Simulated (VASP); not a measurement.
Set up this calculation in VASP 6.6.1, as the native input.

| Quantity | Value |
| --- | --- |
| Task | single point |
| Functional | PBE |
| Potentials or basis | VASP PAW PBE potentials, release 64 (Mg, O) |
| Cutoff | 520 eV |
| k mesh | 10 × 10 × 10 |
| Occupations | gaussian, width 0.02 eV |
| Spin | no spin polarisation |
| Dipole correction | no |
| Further INCAR settings | ALGO = Normal; EDIFF = 1e-06; NBANDS = 11; ISYM = 0 |

The structure of MgO lies in POSCAR:

```
MgO
1.0
    0.0000000000      2.1267948276      2.1267948276
    2.1267948276      0.0000000000      2.1267948276
    2.1267948276      2.1267948276      0.0000000000
Mg O
1 1
Direct
    0.0000000000      0.0000000000      0.0000000000
    0.5000000000      0.5000000000      0.5000000000
```

One way to write it, as run:

INCAR

```
SYSTEM = MgO
PREC     = Accurate       ! precision mode
ENCUT    = 520            ! plane-wave cutoff, eV
EDIFF    = 1E-6           ! SCF threshold, eV
ISMEAR   = 0              ! smearing method
SIGMA    = 0.02           ! smearing width, eV
LREAL    = .False.        ! projectors in reciprocal space
LASPH    = .True.         ! aspherical terms in the spheres
NELM     = 80             ! most SCF steps
ALGO     = Normal         ! electronic algorithm
ISIF     = 2              ! what is computed and relaxed
LWAVE    = .False.        ! write WAVECAR
LCHARG   = .False.        ! write CHGCAR
GGA      = PE             ! functional
ISYM     = 0            
NBANDS   = 11             ! bands
```

KPOINTS

```
regular mesh
0
Gamma
  10 10 10
  0 0 0
```

Potentials or basis: VASP PAW PBE potentials, release 64 (Mg, O).

Launch:

```sh
$ cat potpaw_PBE.64/Mg/POTCAR potpaw_PBE.64/O/POTCAR > POTCAR
$ mpirun -np 1 vasp_std > vasp.out
```

Results of the run:

| Quantity | Value |
| --- | --- |
| Pressure | -0.7 GPa |
| Band gap on the k mesh | 4.45 eV, direct |

Run time: 38 s on 1 thread of Intel(R) Xeon(R) 6975P-C (Granite Rapids) (shared host), peak memory 0.23 GiB.
